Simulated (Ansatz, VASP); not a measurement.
**One calculation of SrCaI4, two programs**

```
Sr Ca I
1.0
     5.21160   -5.19751    0.00000
     5.21160    5.19751    0.00000
     0.00000    0.00000    4.64412
Sr Ca I
1 1 4
Direct
  0.00000 0.00000 0.00000
  0.50000 0.50000 0.50000
  0.20772 0.20772 0.50000
  0.69249 0.30751 0.00000
  0.30751 0.69249 0.00000
  0.79228 0.79228 0.50000
```

Alike in both runs: functional LDA; k mesh 4 × 4 × 6; occupations gaussian, width 0.02 eV; no spin polarisation.

Ansatz relaxed the structure, and its values are those at the end. VASP's run is a single point on that final structure, the one shown.

|  | VASP | Ansatz |
| --- | --- | --- |
| version | VASP 6.6.1 | Ansatz 0.2.0 |
| potentials or method | VASP PAW LDA potentials, release 64 (Sr_sv, Ca_sv, I), cutoff 520 eV | scalar-relativistic, plane waves, PAW |
| valence electrons in the cell | 48 | 88 |

VASP gave:

```
gap on the k mesh at the Fermi level (eV) : 3.22
least direct gap on the mesh (eV)         : 3.22
pressure (GPa)                            : 0.1
rms of the force components (eV/Å)        : 0.003
```

Question: What did Ansatz give for the same quantities?

Answer: gap on the k mesh at the Fermi level (eV): 3.23; least direct gap on the mesh (eV): 3.23; pressure (GPa): 0.0; rms of the force components (eV/Å): 0.001.

LDA's correlation is that of Perdew and Zunger in VASP and of Perdew and Wang (1992) in Ansatz. VASP's potentials hold 48 valence electrons a cell and Ansatz's 88, so a difference there can come from the potentials and not from the codes.

Neither program's run includes spin-orbit coupling.
